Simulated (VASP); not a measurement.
# Te2Mo in VASP: further runs

The runs below take Te2Mo through single point, with LDA, PBEsol.

All numbers are computed with VASP 6.6.1; they aren't measurements. Logs are shortened: lines on timing, memory, paths and dates and some standing lists are left out, and cuts for length are marked.

### 1 The cell of the first run

The cell holds a slab with vacuum, 6 atoms: a = 3.607 Å, b = 3.607 Å, c = 25.138 Å, α = 90.00°, β = 90.00°, γ = 120.00°.

### 2 Single point, LDA (47.21 Å³/atom)

File INCAR:

```
  PREC = Accurate
  ENCUT = 520
  EDIFF = 1E-7
  ISMEAR = -1
  SIGMA = 0.05
  LREAL = F
  LASPH = T
  NELM = 60
  ALGO = Normal
  ISIF = 2
  LWAVE = F
  LCHARG = F
  NBANDS = 35
```

File KPOINTS:

```
regular mesh
0
Gamma
  9 9 2
```

File POSCAR:

```
Te2Mo
1.0
    3.6072443703      0.0000000000      0.0000000000
   -1.8036221851      3.1239652623      0.0000000000
    0.0000000000      0.0000000000     25.1377638212
Te Mo
4 2
Direct
    0.3333333333      0.6666666667      0.2236394800
    0.6666666667      0.3333333333      0.9206288600
    0.6666666667      0.3333333333      0.7763605200
    0.3333333333      0.6666666667      0.0793711400
    0.6666666667      0.3333333333      0.1515414900
    0.3333333333      0.6666666667      0.8484585100
```

Potentials or basis: VASP PAW LDA potentials, release 64 (Te, Mo_sv).

Command:

```
> cat potpaw_LDA.64/Te/POTCAR potpaw_LDA.64/Mo_sv/POTCAR > POTCAR
> mpirun -np 1 vasp_std > vasp.out
```

OUTCAR:

```text
PREC = Accurate
   ENCUT = 520
   EDIFF = 1E-7
   ISMEAR = -1
   LREAL = F
   LASPH = T
   NELM = 60
   ISIF = 2

 ion  position               nearest neighbor table
   1  0.333  0.667  0.224-   5 2.76   5 2.76   5 2.76   4 3.63
   2  0.667  0.333  0.921-   6 2.76   6 2.76   6 2.76   3 3.63
   3  0.667  0.333  0.776-   6 2.76   6 2.76   6 2.76   2 3.63
   4  0.333  0.667  0.079-   5 2.76   5 2.76   5 2.76   1 3.63
   5  0.667  0.333  0.152-   1 2.76   1 2.76   1 2.76   4 2.76   4 2.76   4 2.76
   6  0.333  0.667  0.848-   3 2.76   3 2.76   3 2.76   2 2.76   2 2.76   2 2.76

  LATTYP: Found a hexagonal cell.
 ALAT       =     3.6072443703
 C/A-ratio  =     6.9686889051

  Lattice vectors:

 A1 = (   3.6072443703,   0.0000000000,   0.0000000000)
 A2 = (  -1.8036221851,   3.1239652623,   0.0000000000)
 A3 = (   0.0000000000,   0.0000000000,  25.1377638212)

Analysis of symmetry for initial positions (statically):
=====================================================================
 Subroutine PRICEL returns:
 Original cell was already a primitive cell.

 Routine SETGRP: Setting up the symmetry group for a
 hexagonal supercell.

 Subroutine GETGRP returns: Found 12 space group operations
 (whereof 12 operations were pure point group operations)
 out of a pool of 24 trial point group operations.

The static configuration has the point symmetry D_3d.

Analysis of symmetry for dynamics (positions and initial velocities):
=====================================================================
 Subroutine PRICEL returns:
 Original cell was already a primitive cell.

 Routine SETGRP: Setting up the symmetry group for a
 hexagonal supercell.

 Subroutine GETGRP returns: Found 12 space group operations
 (whereof 12 operations were pure point group operations)
 out of a pool of 24 trial point group operations.

The dynamic configuration has the point symmetry D_3d.

 Subroutine INISYM returns: Found 12 space group operations
 (whereof 12 operations are pure point group operations),
 and found     1 'primitive' translations

----------------------------------------------------------------------------------------

                                     Primitive cell

  volume of cell :     283.2751

  direct lattice vectors                    reciprocal lattice vectors
     3.607244370  0.000000000  0.000000000     0.277219921  0.160052996  0.000000000
[... 95 lines left out ...]
   EDIFFG = 0.1E-05   stopping-criterion for IOM
   NSW    =      0    number of steps for IOM
   IBRION =     -1    ionic relax: 0-MD 1-quasi-New 2-CG
   NFREE  =      0    steps in history (QN), initial steepest desc. (CG)
   ISIF   =      2    stress and relaxation
   ISYM   =      2    0-nonsym 1-usesym 2-fastsym
   POTIM  = 0.5000    time-step for ionic-motion
   TEBEG  =    0.0;   TEEND  =   0.0 temperature during run
   PSTRESS=    0.0 pullay stress
   NELECT =      52.0000    total number of electrons
   NUPDOWN=      -1.0000    fix difference up-down
   EMIN   =  10.00;   EMAX   =-10.00  energy-range for DOS
   EFERMI =   0.00;   METHOD = LEGACY
   ISMEAR =    -1;   SIGMA  =   0.05  broadening in eV -4-tet -1-fermi 0-gaus
   EFERMI_NEDOS =   21; number of points for ismear=-14 and -15
   IALGO  =     38    algorithm
   IMIX   =      4    mixing-type and parameters
     AMIX     =   0.40;   BMIX     =  1.00
     AMIX_MAG =   1.60;   BMIX_MAG =  1.00
  volume/ion in A,a.u.               =      47.21       318.61
  Fermi-wavevector in a.u.,A,eV,Ry     =   0.930407  1.758215 11.777991  0.865658
  Thomas-Fermi vector in A             =   2.056792
   LORBIT       =      0    0 simple, 1 ext, 2 COOP (PROOUT), +10 PAW based schemes
   GGA     = CA    functional components
   LHFCALC =     F    Hartree Fock is set to
   AEXX    =    0.0000 exact exchange contribution
   IVDW    =     0    specifies the selected vdW correction
   LEPSILON=     F    determine dielectric tensor
   LRPA    =     F    only Hartree local field effects (RPA)
 non-spin polarized calculation
  energy-cutoff  :      520.00
  volume of cell :      283.28
 maximum number of plane-waves:      7702
 NGX is ok and might be reduce to    28
   NGX = 13   NGY = 13   NGZ = 93

 number of electron      52.0000000 magnetization

 Free energy of the ion-electron system (eV)
  ---------------------------------------------------
  ext. energy  EPLUGINS =         0.00000000
  ---------------------------------------------------
  free energy    TOTEN  =       -40.70730599 eV

  energy without entropy =      -40.70729856  energy(sigma->0) =      -40.70730228

 E-fermi :   2.1926     XC(G=0):  -6.3414

 val. band max:        1.7171747207   @ k =   0.3333   0.3333   0.5000
 cond. band min:       2.6801746005   @ k =   0.3333   0.3333   0.5000
 fundamental gap:      0.9629998798
 Fermi energy:         2.1926467131

 k-point     1 :       0.0000    0.0000    0.0000
  band No.  band energies     occupation
      1     -58.6795      2.00000
      2     -58.6794      2.00000
      3     -32.9859      2.00000
      4     -32.9859      2.00000
      5     -32.9008      2.00000
      6     -32.9008      2.00000
[... 901 lines left out ...]
     34       5.4315      0.00000
     35       6.4145      0.00000

------------------------ aborting loop because EDIFF is reached ----------------------------------------

  FORCE on cell =-STRESS in cart. coord.  units (eV):
  Direction    XX          YY          ZZ          XY          YZ          ZX
  --------------------------------------------------------------------------------------
  -------------------------------------------------------------------------------------
  Total       -7.7283071     -7.7283071     -6.7987759     -0.0000000      0.0000000      0.0000000
  in kB      -43.7105781    -43.7105781    -38.4532372     -0.0000000      0.0000000      0.0000000
  external PRESSURE =     -41.9581312 kB  Pullay stress =       0.0000000 kB

 VOLUME and BASIS-vectors are now :
 -----------------------------------------------------------------------------
  energy-cutoff  :      520.00
  volume of cell :      283.28
      direct lattice vectors                 reciprocal lattice vectors
     3.607244370  0.000000000  0.000000000     0.277219921  0.160052996  0.000000000
    -1.803622185  3.123965262  0.000000000     0.000000000  0.320105992  0.000000000
     0.000000000  0.000000000 25.137763821     0.000000000  0.000000000  0.039780786

 POSITION                                       TOTAL-FORCE (eV/Angst)
 -----------------------------------------------------------------------------------
     -0.00000      2.08264      5.62180         0.000000      0.000000     -0.868801
      1.80362      1.04132     23.14255         0.000000     -0.000000     -0.763080
      1.80362      1.04132     19.51597         0.000000     -0.000000      0.868801
     -0.00000      2.08264      1.99521         0.000000      0.000000      0.763080
      1.80362      1.04132      3.80941         0.000000     -0.000000     -0.006845
     -0.00000      2.08264     21.32835        -0.000000      0.000000      0.006845
 -----------------------------------------------------------------------------------
    total drift:                                0.000000      0.000000      0.000000

  FREE ENERGIE OF THE ION-ELECTRON SYSTEM (eV)
  ---------------------------------------------------
  free  energy   TOTEN  =       -40.7073059897 eV

  energy  without entropy=      -40.7072985646  energy(sigma->0) =      -40.70730228
```

stdout:

```text
POSCAR found type information on POSCAR TeMo
 POSCAR found :  2 types and       6 ions
 scaLAPACK will be used
 LDA part: xc-table for (Slater(with rela. corr.)+CA(PZ))
 , standard interpolation
 POSCAR, INCAR and KPOINTS ok, starting setup
 FFT: planning ... GRIDC
 FFT: planning ... GRID_SOFT
 FFT: planning ... GRID
 WAVECAR not read
 entering main loop
```

It took 5.5 min on 1 thread of Intel Xeon 6975P-C (Granite Rapids), shared host; peak memory 0.42 GiB.

Results:

```
Free energy            : -40.7073 eV
Largest force          : 0.869 eV/Å
Band gap on the k mesh : 0.96 eV
```

Forces in eV/Å, atoms in the order of the input:
```
Te   0.000  0.000 -0.869
Te   0.000  0.000 -0.763
Te   0.000  0.000  0.869
Te   0.000  0.000  0.763
Mo   0.000  0.000 -0.007
Mo   0.000  0.000  0.007
```

Levels at points of the mesh, in eV from the valence-band top:
| k point | band 24 | band 25 | band 26 | band 27 | band 28 | band 29 |
| --- | --- | --- | --- | --- | --- | --- |
| (0.00, 0.00, 0.00) | -0.90 | -0.47 | -0.11 | 2.85 | 2.85 | 2.87 |
| (0.00, 0.00, 0.50) | -0.90 | -0.47 | -0.11 | 2.85 | 2.85 | 2.87 |

Caveat: there is no dipole correction, which matters where the two faces differ; spin-orbit coupling is left out, which moves the levels of the heavy elements.

### 3 Single point, PBEsol (47.21 Å³/atom)

File INCAR:

```
SYSTEM = Te2Mo
  PREC = Accurate
  ENCUT = 520
  EDIFF = 1E-6
  ISMEAR = -1
  SIGMA = 0.05
  LREAL = .False.
  LASPH = .True.
  NELM = 100
  ALGO = Normal
  ISIF = 2
  LWAVE = .False.
  LCHARG = .False.
  GGA = PS
  NBANDS = 35
```

File KPOINTS:

```
regular mesh
0
Gamma
  9 9 2
  0 0 0
```

POSCAR is that of step 2.

Potentials or basis: VASP PAW PBE potentials, release 64 (Te, Mo_sv).

Command:

```
> cat potpaw_PBE.64/Te/POTCAR potpaw_PBE.64/Mo_sv/POTCAR > POTCAR
> mpirun -np 1 vasp_std > vasp.out
```

OUTCAR:

```text
SYSTEM = Te2Mo
   PREC = Accurate
   ENCUT = 520
   EDIFF = 1E-6
   ISMEAR = -1
   LREAL = .False.
   LASPH = .True.
   NELM = 100
   ISIF = 2
   GGA = PS

 ion  position               nearest neighbor table
   1  0.333  0.667  0.224-   5 2.76   5 2.76   5 2.76   4 3.63
   2  0.667  0.333  0.921-   6 2.76   6 2.76   6 2.76   3 3.63
   3  0.667  0.333  0.776-   6 2.76   6 2.76   6 2.76   2 3.63
   4  0.333  0.667  0.079-   5 2.76   5 2.76   5 2.76   1 3.63
[... 1118 lines left out ...]
  -------------------------------------------------------------------------------------
  Total       -6.1977556     -6.1977556     -5.0755806     -0.0000000      0.0000000     -0.0000000
  in kB      -35.0539230    -35.0539230    -28.7070065     -0.0000000      0.0000000     -0.0000000
  external PRESSURE =     -32.9382842 kB  Pullay stress =       0.0000000 kB

 VOLUME and BASIS-vectors are now :
 -----------------------------------------------------------------------------
  energy-cutoff  :      520.00
  volume of cell :      283.28
      direct lattice vectors                 reciprocal lattice vectors
     3.607244370  0.000000000  0.000000000     0.277219921  0.160052996  0.000000000
    -1.803622185  3.123965262  0.000000000     0.000000000  0.320105992  0.000000000
     0.000000000  0.000000000 25.137763821     0.000000000  0.000000000  0.039780786

 POSITION                                       TOTAL-FORCE (eV/Angst)
 -----------------------------------------------------------------------------------
     -0.00000      2.08264      5.62180        -0.000000     -0.000000     -0.655731
      1.80362      1.04132     23.14255        -0.000000      0.000000     -0.591108
      1.80362      1.04132     19.51597         0.000000      0.000000      0.655731
     -0.00000      2.08264      1.99521         0.000000      0.000000      0.591108
      1.80362      1.04132      3.80941        -0.000000      0.000000     -0.005420
     -0.00000      2.08264     21.32835         0.000000     -0.000000      0.005420
 -----------------------------------------------------------------------------------
    total drift:                                0.000000      0.000000      0.000000

  FREE ENERGIE OF THE ION-ELECTRON SYSTEM (eV)
  ---------------------------------------------------
  free  energy   TOTEN  =       -39.0643102218 eV

  energy  without entropy=      -39.0643031758  energy(sigma->0) =      -39.06430670
```

OSZICAR:

```text
N       E                     dE             d eps       ncg     rms          rms(c)
DAV:   1     0.358782260918E+03    0.35878E+03   -0.25706E+04  2120   0.122E+03
DAV:   2    -0.167521188001E+02   -0.37553E+03   -0.36384E+03  2129   0.274E+02
DAV:   3    -0.399001728813E+02   -0.23148E+02   -0.22753E+02  2141   0.591E+01
[... 15 lines left out ...]
DAV:  19    -0.390642669207E+02   -0.45525E-04   -0.14235E-06  1510   0.368E-03    0.473E-03
DAV:  20    -0.390642951508E+02   -0.28230E-04   -0.68181E-07  1398   0.247E-03    0.325E-03
DAV:  21    -0.390643070683E+02   -0.11918E-04   -0.41241E-07  1338   0.162E-03    0.189E-03
DAV:  22    -0.390643098727E+02   -0.28044E-05   -0.93679E-08  1169   0.662E-04    0.141E-03
DAV:  23    -0.390643102218E+02   -0.34916E-06   -0.22567E-08  1021   0.458E-04
   1 F= -.39064310E+02 E0= -.39064307E+02  d E =-.704607E-05
```

It took 3.6 min on 1 thread of Intel Xeon 6975P-C (Granite Rapids), shared host; peak memory 0.5 GiB.

Results:

```
Free energy            : -39.0643 eV
Largest force          : 0.656 eV/Å
Band gap on the k mesh : 0.97 eV
```

Forces on the atoms (eV/Å):
```
Te   0.000  0.000 -0.656
Te   0.000  0.000 -0.591
Te   0.000  0.000  0.656
Te   0.000  0.000  0.591
Mo   0.000  0.000 -0.005
Mo   0.000  0.000  0.005
```

Caveat: there is no dipole correction, which matters where the two faces differ; the PAW data sets were made with another functional, which shifts forces and pressure a little; spin-orbit coupling is left out, which moves the levels of the heavy elements.

### 4 Single point, LDA (48.12 Å³/atom)

This run uses another cell than the first one.

File INCAR:

```
SYSTEM = Te2Mo
PREC     = Accurate       ! precision mode
ENCUT    = 520            ! plane-wave cutoff, eV
EDIFF    = 1E-7           ! SCF threshold, eV
ISMEAR   = -1             ! smearing method
SIGMA    = 0.05           ! smearing width, eV
LREAL    = .False.        ! projectors in reciprocal space
LASPH    = .True.         ! aspherical terms in the spheres
NELM     = 60             ! most SCF steps
ALGO     = Normal         ! electronic algorithm
ISIF     = 2              ! what is computed and relaxed
LWAVE    = .False.        ! write WAVECAR
LCHARG   = .True.         ! write CHGCAR
LELF     = .True.         ! ELF
LVHAR    = .True.       
NBANDS   = 35             ! bands
```

KPOINTS is that of step 3.

Changes to POSCAR since step 3:

```diff
@@ -2,5 +2,5 @@
 1.0
-    3.6072443703      0.0000000000      0.0000000000
-   -1.8036221851      3.1239652623      0.0000000000
-    0.0000000000      0.0000000000     25.1377638212
+    3.6302210686      0.0000000000      0.0000000000
+   -1.8151105343      3.1438636667      0.0000000000
+    0.0000000000      0.0000000000     25.2978812835
 Te Mo
```

Potentials or basis: VASP PAW LDA potentials, release 64 (Te, Mo_sv).

Command:

```
> cat potpaw_LDA.64/Te/POTCAR potpaw_LDA.64/Mo_sv/POTCAR > POTCAR
> mpirun -np 1 vasp_std > vasp.out
```

Run time: 3.7 min. Hardware: 1 thread of Intel Xeon 6975P-C (Granite Rapids), shared host; peak memory 0.42 GiB.

The run converged. Its results:

```yaml
Free_energy: -40.5524 eV
Largest_force: 1.093 eV/Å
Band_gap_on_the_k_mesh: 0.94 eV
```

Forces in eV/Å, atoms in the order of the input:
```
Te   0.000  0.000 -1.093
Te   0.000  0.000 -0.986
Te   0.000  0.000  1.093
Te   0.000  0.000  0.986
Mo   0.000  0.000 -0.007
Mo   0.000  0.000  0.007
```

Levels at points of the mesh, in eV from the valence-band top:
| k point | band 23 | band 24 | band 25 | band 26 | band 27 | band 28 | band 29 | band 30 |
| --- | --- | --- | --- | --- | --- | --- | --- | --- |
| (0.00, 0.00, 0.00) | -0.89 | -0.89 | -0.45 | -0.11 | 2.76 | 2.76 | 2.78 | 2.78 |
| (0.00, 0.00, 0.50) | -0.89 | -0.89 | -0.45 | -0.11 | 2.76 | 2.76 | 2.78 | 2.78 |

Caveat: there is no dipole correction, which matters where the two faces differ; spin-orbit coupling is left out, which moves the levels of the heavy elements.

### 5 Overview

```tsv
level	potentials or basis	cell	gap on the mesh (eV)	largest force (eV/Å)
LDA	VASP PAW LDA potentials, release 64 (Te, Mo_sv)	a = 3.607, b = 3.607, c = 25.138 Å, angles 90.0, 90.0, 120.0°, 6 atoms	0.96	0.87
PBEsol	VASP PAW PBE potentials, release 64 (Te, Mo_sv)	a = 3.607, b = 3.607, c = 25.138 Å, angles 90.0, 90.0, 120.0°, 6 atoms	0.97	0.66
LDA	VASP PAW LDA potentials, release 64 (Te, Mo_sv)	a = 3.630, b = 3.630, c = 25.298 Å, angles 90.0, 90.0, 120.0°, 6 atoms	0.94	1.09
```

Alike in all rows: task single point; no spin polarisation; k mesh 9 × 9 × 2; cutoff (eV) 520; smearing fermi-dirac 0.05 eV.

Caveats: there is no dipole correction, which matters where the two faces differ; spin-orbit coupling is left out, which moves the levels of the heavy elements; the PAW data sets were made with another functional, which shifts forces and pressure a little (at least some runs).

Total energies depend on the potentials used, so only differences within one code and one set of settings carry meaning.
